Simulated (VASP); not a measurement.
C, 2 atoms in the cell. It takes space group Fd-3m (No. 227, cubic). The conventional cell has a = 3.567 Å, b = 3.567 Å, c = 3.567 Å, α = 90.00°, β = 90.00°, γ = 90.00°. C (site symmetry -43m) has 4 C at 1.54 Å within 2.1 Å. 

* Program: VASP 6.6.1
* Task: single point
* Functional: PBEsol
* Potentials or basis: VASP PAW PBE potentials, release 64 (C)
* Cutoff: 520 eV
* k mesh: 7 × 7 × 7
* Occupations: fermi-dirac, width 0.05 eV
* Spin: no spin polarisation
* Dipole correction: no
* Further INCAR settings: ALGO = Normal; EDIFF = 1e-06; NBANDS = 11

Potentials or basis: VASP PAW PBE potentials, release 64 (C).

Run with:

```bash
$ cat potpaw_PBE.64/C/POTCAR > POTCAR
$ mpirun -np 1 vasp_std > vasp.out
```

Hardware: 1 thread of Intel(R) Xeon(R) Platinum 8259CL CPU @ 2.50GHz (Skylake/Cascade Lake), on a shared host.

Estimate the wall time of this run.

Wall time 3 s on 1 thread of Intel(R) Xeon(R) Platinum 8259CL CPU @ 2.50GHz (Skylake/Cascade Lake), with other jobs on the host, peak memory 0.11 GiB. Counts: scf iterations 11, k points 20.
